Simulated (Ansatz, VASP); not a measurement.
In3BiSb2: VASP beside Ansatz

File INCAR:

```
SYSTEM = In3BiSb2
PREC     = Accurate       ! precision mode
ENCUT    = 520            ! plane-wave cutoff, eV
EDIFF    = 1E-6           ! SCF threshold, eV
ISMEAR   = -1             ! smearing method
SIGMA    = 0.02           ! smearing width, eV
LREAL    = .FALSE.        ! projectors in reciprocal space
LASPH    = .TRUE.         ! aspherical terms in the spheres
NELM     = 80             ! most SCF steps
ALGO     = Normal         ! electronic algorithm
ISIF     = 2              ! what is computed and relaxed
LWAVE    = .FALSE.        ! write WAVECAR
LCHARG   = .FALSE.        ! write CHGCAR
GGA      = PE             ! functional
NBANDS   = 41             ! bands
```

Contents of KPOINTS:

```
regular mesh
0
G
  6 6 2
  0 0 0
```

POSCAR

```
In3BiSb2
1.0
    4.8382053267      0.0000000000      0.0000000000
   -2.4191026633      4.1900087217      0.0000000000
    0.0000000000      0.0000000000     11.8423502985
Sb Bi In
2 1 3
Direct
    0.0000000000      0.0000000000      0.0029669446
    0.3333333333      0.6666666667      0.3312241563
    0.6666666667      0.3333333333      0.6656474557
    0.3333333333      0.6666666667      0.0833708467
    0.6666666667      0.3333333333      0.4112629399
    0.0000000000      0.0000000000      0.7555276568
```

Input for Ansatz:

```yaml
crystal:
  lattice:
    - [4.8382053267, 0.0, 0.0]
    - [-2.4191026633, 4.1900087217, 0.0]
    - [0.0, 0.0, 11.8423502985]
  atoms:
    - { symbol: Sb, position: [0.0, 0.0, 0.0029669446] }
    - { symbol: Sb, position: [0.3333333333, 0.6666666667, 0.3312241563] }
    - { symbol: Bi, position: [0.6666666667, 0.3333333333, 0.6656474557] }
    - { symbol: In, position: [0.3333333333, 0.6666666667, 0.0833708467] }
    - { symbol: In, position: [0.6666666667, 0.3333333333, 0.4112629399] }
    - { symbol: In, position: [0.0, 0.0, 0.7555276568] }
kpoints:
  mp_grid: { grid: [6, 6, 2] }
hamiltonian:
  xc: pbe
scf:
  occupations: { method: fermi_dirac, width: 0.02 }
  n_extra_bands: 5
output:
  forces: true
  stress: true
  eigenvalues: true
```

Alike in both runs: task single point; functional PBE; k mesh 6 × 6 × 2; occupations fermi-dirac, width 0.02 eV; no spin polarisation.

|  | VASP | Ansatz |
| --- | --- | --- |
| version | VASP 6.6.1 | Ansatz 0.2.0 |
| potentials or method | VASP PAW PBE potentials, release 64 (Sb, Bi_d, In_d) | plane waves, PAW |
| plane-wave cutoff (eV) | 520 | 420 |
| valence electrons in the cell | 64 | 84 |

|  | VASP | Ansatz | Ansatz less VASP |
| --- | --- | --- | --- |
| pressure (GPa) | -1.8 | -1.7 | +0.02 |
| rms of the force components (eV/Å) | 0.008 | 0.008 | 0.0000 |

Atom by atom the forces differ by 0.000 eV/Å (rms over components). With one functional, cell and mesh, what is left measures potentials, basis and numerics. VASP's potentials hold 64 valence electrons a cell and Ansatz's 84, so a difference there can come from the potentials and not from the codes.

Neither program's run includes spin-orbit coupling.
